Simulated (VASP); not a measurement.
Set up this calculation in VASP 6.6.1, as the native input.

| Item | Value |
| --- | --- |
| Task | single point |
| Functional | PBE |
| Potentials or basis | VASP PAW PBE potentials, release 64 (Cr_pv, B, Ru_pv, N) |
| Cutoff | 520 eV |
| k mesh | 4 × 4 × 6 |
| Occupations | gaussian, width 0.1 eV |
| Spin | collinear spin, ferromagnetic start |
| Starting moments | [3.0, 0.0, 0.0, 1.0, 0.0] μB |
| Dipole correction | no |
| Further INCAR settings | ALGO = Normal; EDIFF = 1e-07; NBANDS = 30 |

The structure of CrB2RuN lies in POSCAR:

```
CrB2RuN
1.0
    3.9131084856      0.0000000000      0.0000000000
    0.0000000000      3.9131084856      0.0000000000
    0.0000000000      0.0000000000      3.5291793306
Cr B Ru N
1 2 1 1
Direct
    0.0000000000      0.0000000000      0.0000000000
    0.0000000000      0.5000000000      0.0000000000
    0.5000000000      0.0000000000      0.0000000000
    0.5000000000      0.5000000000      0.5000000000
    0.0000000000      0.0000000000      0.5000000000
```

One way to write it, as run:

INCAR

```
PREC     = Accurate       # precision mode
ENCUT    = 520            # plane-wave cutoff, eV
EDIFF    = 1E-7           # SCF threshold, eV
ISMEAR   = 0              # smearing method
SIGMA    = 0.1            # smearing width, eV
LREAL    = F              # projectors in reciprocal space
LASPH    = T              # aspherical terms in the spheres
NELM     = 150            # most SCF steps
ALGO     = Normal         # electronic algorithm
ISIF     = 2              # what is computed and relaxed
LWAVE    = F              # write WAVECAR
LCHARG   = F              # write CHGCAR
ISPIN    = 2              # spin polarisation
MAGMOM   = 3 0 0 1 0      # initial moments
LORBIT   = 11             # projections on sites
LMAXMIX  = 4              # l up to which the mixer works
GGA      = PE             # functional
NBANDS   = 30             # bands
```

KPOINTS

```
regular mesh
0
Gamma
  4 4 6
```

Potentials or basis: VASP PAW PBE potentials, release 64 (Cr_pv, B, Ru_pv, N).

Run with:

```sh
$ cat potpaw_PBE.64/Cr_pv/POTCAR potpaw_PBE.64/B/POTCAR potpaw_PBE.64/Ru_pv/POTCAR potpaw_PBE.64/N/POTCAR > POTCAR
$ mpirun -np 1 vasp_std > vasp.out
```

It gave:

The pressure is -0.2 GPa, the net moment is 1.56 μB per cell and the site moments are Cr +0.53; B -0.03; Ru +1.19; N -0.06 μB. The valence electrons inside the program's atomic spheres are Cr 11.83; B 1.67; Ru 12.25; N 3.62.

Caveat: the k points lie up to 0.40 Å⁻¹ apart; a cell with one magnetic atom can't hold antiferromagnetic order, which such compounds often take.

Wall time 3 min on 1 thread of AMD EPYC 7R13 (shared host), peak memory 0.2 GiB.
